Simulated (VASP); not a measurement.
Wanted: the native input for a VASP 6.6.1 run.

* Task: single point
* Functional: r2SCAN
* Potentials or basis: VASP PAW PBE potentials, release 64 (Ga_d, N)
* Cutoff: 520 eV
* k mesh: 12 × 12 × 6
* Occupations: gaussian, width 0.02 eV
* Spin: no spin polarisation
* Dipole correction: no
* Further INCAR settings: ALGO = Normal; EDIFF = 1e-06; NBANDS = 26

The system is GaN.

```
CELL_PARAMETERS angstrom
3.30019 0.00000 0.00000
-1.65010 2.85805 0.00000
0.00000 0.00000 4.75565
ATOMIC_POSITIONS crystal
Ga 0.33333 0.66667 0.25000
Ga 0.66667 0.33333 0.75000
N 0.33333 0.66667 0.75000
N 0.66667 0.33333 0.25000
```

One way to write it, as run:

POSCAR

```
GaN
1.0
    3.3001942734      0.0000000000      0.0000000000
   -1.6500971367      2.8580520781      0.0000000000
    0.0000000000      0.0000000000      4.7556500668
Ga N
2 2
Direct
    0.3333333333      0.6666666667      0.2500000000
    0.6666666667      0.3333333333      0.7500000000
    0.3333333333      0.6666666667      0.7500000000
    0.6666666667      0.3333333333      0.2500000000
```

INCAR.step1

```
PREC = Accurate ; ENCUT = 520
ISMEAR = 0 ; SIGMA = 0.02
LREAL = False ; LASPH = True
NELM = 100 ; NBANDS = 26
GGA = PE ; ALGO = Normal
EDIFF = 1E-4 ; LWAVE = True
LCHARG = False
```

INCAR.step2

```
PREC = Accurate ; ENCUT = 520
EDIFF = 1E-6 ; ISMEAR = 0
SIGMA = 0.02 ; LREAL = False
LASPH = True ; NELM = 100
ALGO = Normal ; ISIF = 2
LWAVE = False ; LCHARG = False
METAGGA = R2SCAN ; LMIXTAU = True
NBANDS = 26 ; ISTART = 1
```

KPOINTS

```
regular mesh
0
Gamma
  12 12 6
```

Potentials or basis: VASP PAW PBE potentials, release 64 (Ga_d, N).

Run with:

```bash
$ cat potpaw_PBE.64/Ga_d/POTCAR potpaw_PBE.64/N/POTCAR > POTCAR
$ cp INCAR.step1 INCAR
$ mpirun -np 1 vasp_std > vasp.out
$ cp INCAR.step2 INCAR
$ mpirun -np 1 vasp_std > vasp.out
```

It gave:

The pressure is 0.9 GPa and the band gap on the k mesh is 1.88 eV.

Caveat: the PAW data sets were made with another functional, which shifts forces and pressure a little.

Wall time 2.9 min on 1 thread of Intel(R) Xeon(R) Platinum 8488C (Sapphire Rapids), with other jobs on the host, peak memory 0.22 GiB.
